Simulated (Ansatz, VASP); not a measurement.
**Two plane-wave programs on Zr3Si2**

```
CELL_PARAMETERS angstrom
7.01957 0.00000 0.00000
0.00000 7.01957 0.00000
0.00000 0.00000 3.61564
ATOMIC_POSITIONS crystal
Zr 0.17484 0.67484 0.50000
Zr 0.82516 0.32516 0.50000
Zr 0.32516 0.17484 0.50000
Zr 0.67484 0.82516 0.50000
Zr 0.00000 0.00000 0.00000
Zr 0.50000 0.50000 0.00000
Si 0.62228 0.12228 0.00000
Si 0.37772 0.87772 0.00000
Si 0.87772 0.62228 0.00000
Si 0.12228 0.37772 0.00000
```

Alike in both runs: functional LDA; k mesh 6 × 6 × 10; occupations gaussian, width 0.1 eV; no spin polarisation.

Ansatz relaxed the structure, and its values are those at the end. VASP's run is a single point on that final structure, the one shown.

```csv
,VASP,Ansatz
version,VASP 6.6.1,Ansatz 0.2.0
potentials or method,"VASP PAW LDA potentials, release 64 (Zr_sv, Si), cutoff 520 eV","scalar-relativistic, plane waves, PAW"
valence electrons in the cell,88,88
```

```csv
,VASP,Ansatz,Ansatz less VASP
gap on the k mesh at the Fermi level (eV),none,none,-
pressure (GPa),0.2,0.0,-0.24
rms of the force components (eV/Å),0.005,0.002,-0.0036
```

LDA's correlation is that of Perdew and Zunger in VASP and of Perdew and Wang (1992) in Ansatz. A gap of «none» marks a metal or a gap that the smearing closes.
